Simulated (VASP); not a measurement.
Al2Cu, 3 atoms in the cell. Symmetry: Fm-3m, No. 225, cubic system. The conventional cell has a = 5.275 Å, b = 5.275 Å, c = 5.275 Å, α = 90.00°, β = 90.00°, γ = 90.00°. Within 3.0 Å of Al (site symmetry -43m) lie 4 Cu at 2.28 Å and 6 Al at 2.64 Å. Within 3.0 Å of Cu (site symmetry m-3m) lie 8 Al at 2.28 Å. 

| Property | Result |
| --- | --- |
| Program | VASP 6.6.1 |
| Task | relaxation of cell and atoms |
| Functional | PBEsol |
| Potentials or basis | VASP PAW PBE potentials, release 64 (Al, Cu) |
| Cutoff | 600 eV |
| k mesh | 16 × 16 × 16 |
| Occupations | gaussian, width 0.1 eV |
| Spin | no spin polarisation |
| Target pressure | 50 GPa |
| Dipole correction | no |
| Further INCAR settings | ALGO = Normal; EDIFF = 1e-06; IBRION = 2; EDIFFG = -0.008; NSW = 70; ISIF = 3 |

Potentials or basis: VASP PAW PBE potentials, release 64 (Al, Cu).

Run with:

```console
$ cat potpaw_PBE.64/Al/POTCAR potpaw_PBE.64/Cu/POTCAR > POTCAR
$ mpirun -np 1 vasp_std > vasp.out
```

Hardware: 1 thread of Intel Xeon 8259CL, on a shared host.

Task: Estimate the wall time of this run.

Result: Wall time 5.3 min on 1 thread of Intel Xeon 8259CL (shared host), peak memory 0.24 GiB. Counts: scf iterations 31, k points 145, ion steps 3.
